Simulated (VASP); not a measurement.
The system is Ga3BO3.

```
Ga B O
1.0
     4.53374    0.00000    0.00000
     0.00000    4.53374    0.00000
     0.00000    0.00000    4.53374
Ga B O
3 1 3
Direct
  0.50000 0.00000 0.00000
  0.00000 0.50000 0.00000
  0.00000 0.00000 0.50000
  0.00000 0.00000 0.00000
  0.00000 0.50000 0.50000
  0.50000 0.00000 0.50000
  0.50000 0.50000 0.00000
```

- Program: VASP 6.6.1
- Task: relaxation of cell and atoms
- Functional: PBE
- Potentials or basis: VASP PAW PBE potentials, release 64 (Ga_d, B, O)
- Cutoff: 600 eV
- k mesh: 4 × 4 × 4
- Occupations: gaussian, width 0.1 eV
- Spin: no spin polarisation

At the start: pressure -17.9 GPa; volume 13.31 Å³/atom.

**Question.** How do energy, volume and symmetry change on relaxing?

**Answer.** Over 3 steps the energy falls by 153.1 meV/atom and the volume is 11.01 Å³/atom (-17.3 %); space group Pm-3m (No. 221, to 0.05 Å).

Step by step:
| step | energy change (eV) | largest force (eV/Å) | pressure (GPa) | volume (Å³) |
| --- | --- | --- | --- | --- |
| 1 | 0.0000 | 0.0000 | -17.88 | 93.19 |
| 2 | -1.0324 | 0.0000 | 5.21 | 74.56 |
| 3 | -1.0718 | 0.0000 | -0.06 | 77.04 |

Final structure:
```
CELL_PARAMETERS angstrom
4.25513 0.00000 0.00000
0.00000 4.25513 0.00000
0.00000 0.00000 4.25513
ATOMIC_POSITIONS crystal
Ga 0.50000 0.00000 0.00000
Ga 0.00000 0.50000 0.00000
Ga 0.00000 0.00000 0.50000
B 0.00000 0.00000 0.00000
O 0.00000 0.50000 0.50000
O 0.50000 0.00000 0.50000
O 0.50000 0.50000 0.00000
```

Caveat: the volume moved by over 15 % at a fixed basis, so the end points are rough.
